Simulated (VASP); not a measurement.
# Mg (P6_3/mmc) in VASP: settings compared, part 2 of 2

VASP 6.6.1. Earlier steps stand in the parts before.

## 4. Single point, PBEsol+D3(BJ)

This run uses another cell than the first one, of 24.63 Å³/atom, 1.019 times its volume.

INCAR

```
PREC = Accurate
ENCUT = 520
EDIFF = 1E-6
ISMEAR = -1
SIGMA = 0.05
LREAL = False
LASPH = True
NELM = 100
ALGO = Fast
ISIF = 2
LWAVE = False
LCHARG = False
GGA = PS
IVDW = 12
NBANDS = 9
```

KPOINTS

```
regular mesh
0
Gamma
  10 10 5
```

POSCAR

```
Mg
1.0
    3.2722434310      0.0000000000      0.0000000000
   -1.6361217155      2.8338459386      0.0000000000
    0.0000000000      0.0000000000      5.3124886887
Mg
2
Direct
    0.6666666667      0.3333333333      0.7500000000
    0.3333333333      0.6666666667      0.2500000000
```

Potentials or basis: VASP PAW PBE potentials, release 64 (Mg).

Run with:

```sh
> cat potpaw_PBE.64/Mg/POTCAR > POTCAR
> mpirun -np 1 vasp_std > vasp.out
```

OUTCAR:

```text
PREC = Accurate
   ENCUT = 520
   EDIFF = 1E-6
   ISMEAR = -1
   LREAL = False
   LASPH = True
   NELM = 100
   ISIF = 2
   GGA = PS
   IVDW = 12
 IVDW          = 12

 ion  position               nearest neighbor table
   1  0.667  0.333  0.750-   2 3.26   2 3.26   2 3.26   2 3.26   2 3.26   2 3.26
   2  0.333  0.667  0.250-   1 3.26   1 3.26   1 3.26   1 3.26   1 3.26   1 3.26

  LATTYP: Found a hexagonal cell.
 ALAT       =     3.2722434310
 C/A-ratio  =     1.6235004518

  Lattice vectors:

 A1 = (   3.2722434310,   0.0000000000,   0.0000000000)
 A2 = (  -1.6361217155,   2.8338459386,   0.0000000000)
 A3 = (   0.0000000000,   0.0000000000,   5.3124886887)

Analysis of symmetry for initial positions (statically):
=====================================================================
 Subroutine PRICEL returns:
 Original cell was already a primitive cell.

 Routine SETGRP: Setting up the symmetry group for a
 hexagonal supercell.

 Subroutine GETGRP returns: Found 24 space group operations
 (whereof 12 operations were pure point group operations)
 out of a pool of 24 trial point group operations.
[... 170 lines left out ...]
 Fermi energy:         2.2652696051

 k-point     1 :       0.0000    0.0000    0.0000
  band No.  band energies     occupation
      1      -4.3936      2.00000
      2       0.6676      2.00000
      3       0.9956      2.00000
      4      12.7400      0.00000
      5      12.7400      0.00000
      6      12.7611      0.00000
      7      12.7611      0.00000
      8      13.6570      0.00000
      9      15.0366      0.00000
[... 265 lines left out ...]
 k-point    24 :       0.4000    0.1000    0.2000
  band No.  band energies     occupation
      1      -0.3210      2.00000
      2       1.4258      2.00000
      3       2.8047      0.00004
      4       4.4878      0.00000
      5       6.3907      0.00000
      6       7.2552      0.00000
      7       8.6654      0.00000
      8       9.9458      0.00000
      9      12.2576      0.00000

 [... further k-points ...]

------------------------ aborting loop because EDIFF is reached ----------------------------------------

 Edisp (eV)   -0.48549

 E8    (eV) :    -0.3216

  FORCE on cell =-STRESS in cart. coord.  units (eV):
  Direction    XX          YY          ZZ          XY          YZ          ZX
  --------------------------------------------------------------------------------------
  -------------------------------------------------------------------------------------
  Total      -1.49415    -1.49415    -1.11308     0.00000     0.00000     0.00000
  in kB     -48.59418   -48.59418   -36.20071     0.00000     0.00000     0.00000
  external pressure =      -44.46 kB  Pullay stress =        0.00 kB

 VOLUME and BASIS-vectors are now :
 -----------------------------------------------------------------------------
  energy-cutoff  :      520.00
  volume of cell :       49.26
      direct lattice vectors                 reciprocal lattice vectors
     3.272243431  0.000000000  0.000000000     0.305600736  0.176438667  0.000000000
    -1.636121716  2.833845939  0.000000000     0.000000000  0.352877334  0.000000000
     0.000000000  0.000000000  5.312488689     0.000000000  0.000000000  0.188235695

 POSITION                                       TOTAL-FORCE (eV/Angst)
 -----------------------------------------------------------------------------------
      1.63612      0.94462      3.98437         0.000000     -0.000000      0.000000
     -0.00000      1.88923      1.32812        -0.000000      0.000000      0.000000
 -----------------------------------------------------------------------------------
    total drift:                                0.000000     -0.000000      0.000000

  FREE ENERGIE OF THE ION-ELECTRON SYSTEM (eV)
  ---------------------------------------------------
  free  energy   TOTEN  =        -3.8878272215 eV

  energy  without entropy=       -3.8756501845  energy(sigma->0) =       -3.88173870
```

Wall time 6.5 s (1 thread of Intel Xeon 6975P-C, shared host); peak memory 0.17 GiB.

Results:

```
Free energy                : -3.8878 eV
Pressure                   : -4.4 GPa
Band gap on the k mesh     : zero (band 2 reaches 2.91 eV, above the bottom of band 3 at 1.00 eV)
Dispersion energy per atom : -0.243 eV
```

Caveat: the PAW data sets were made with another functional, which shifts forces and pressure a little; pairwise dispersion overbinds metals, which lowers pressure and volume.

## 5. Single point, RPBE+D3(BJ)

This run uses another cell than the first one, of 24.63 Å³/atom, 1.019 times its volume.

INCAR

```
  ALGO = Normal
  EDIFF = 1E-7
  ENCUT = 520
  GGA = RP
  ISIF = 2
  ISMEAR = -1
  IVDW = 12
  LASPH = True
  LCHARG = True
  LELF = True
  LREAL = False
  LVHAR = True
  LWAVE = False
  NBANDS = 9
  NELM = 60
  PREC = Accurate
  SIGMA = 0.05
```

KPOINTS

```
k-points
0
Gamma
  10 10 5
```

POSCAR is that of step 4.

Run with:

```sh
> cat potpaw_PBE.64/Mg/POTCAR > POTCAR
> mpirun -np 1 vasp_std > vasp.out
```

Wall time 8.8 s (1 thread of Intel Xeon 6975P-C, shared host); peak memory 0.16 GiB.

It converged, with:

```yaml
Free_energy: -4.9447 eV
Pressure: -13.5 GPa
Band_gap_on_the_k_mesh: zero (band 2 reaches 3.04 eV, above the bottom of band 3 at 1.16 eV)
Dispersion_energy_per_atom: -1.138 eV
```

Stress tensor (GPa, compression positive):
```
-13.92   0.00   0.00
  0.00 -13.92   0.00
  0.00   0.00 -12.79
```

Levels at points of the mesh, in eV from the Fermi level:
| k point | band 1 | band 2 | band 3 | band 4 | band 5 | band 6 | band 7 |
| --- | --- | --- | --- | --- | --- | --- | --- |
| (0.00, 0.00, 0.00) | -6.66 | -1.62 | -1.24 | 10.52 | 10.52 | 10.54 | 10.54 |
| (0.50, 0.00, 0.00) | -2.09 | -2.06 | 2.53 | 2.94 | 3.08 | 3.50 | 6.53 |

Caveat: the PAW data sets were made with another functional, which shifts forces and pressure a little; pairwise dispersion overbinds metals, which lowers pressure and volume.

## 6. Summary

| level | cell | gap on the mesh (eV) | pressure (GPa) |
| --- | --- | --- | --- |
| PBEsol | a = 3.252, b = 3.252, c = 5.279 Å, angles 90.0, 90.0, 120.0°, 2 atoms | none | -2.3 |
| PBE+D3(BJ) | a = 3.272, b = 3.272, c = 5.312 Å, angles 90.0, 90.0, 120.0°, 2 atoms | none | -3.9 |
| PBEsol+D3(BJ) | a = 3.272, b = 3.272, c = 5.312 Å, angles 90.0, 90.0, 120.0°, 2 atoms | none | -4.4 |
| RPBE+D3(BJ) | a = 3.272, b = 3.272, c = 5.312 Å, angles 90.0, 90.0, 120.0°, 2 atoms | none | -13.5 |

Alike in all rows: task single point; potentials or basis VASP PAW PBE potentials, release 64 (Mg); no spin polarisation; k mesh 10 × 10 × 5; cutoff (eV) 520; smearing fermi-dirac 0.05 eV.

Caveats: the PAW data sets were made with another functional, which shifts forces and pressure a little (some runs); pairwise dispersion overbinds metals, which lowers pressure and volume (some runs).

Total energies depend on the potentials used, so only differences within one code and one set of settings carry meaning.
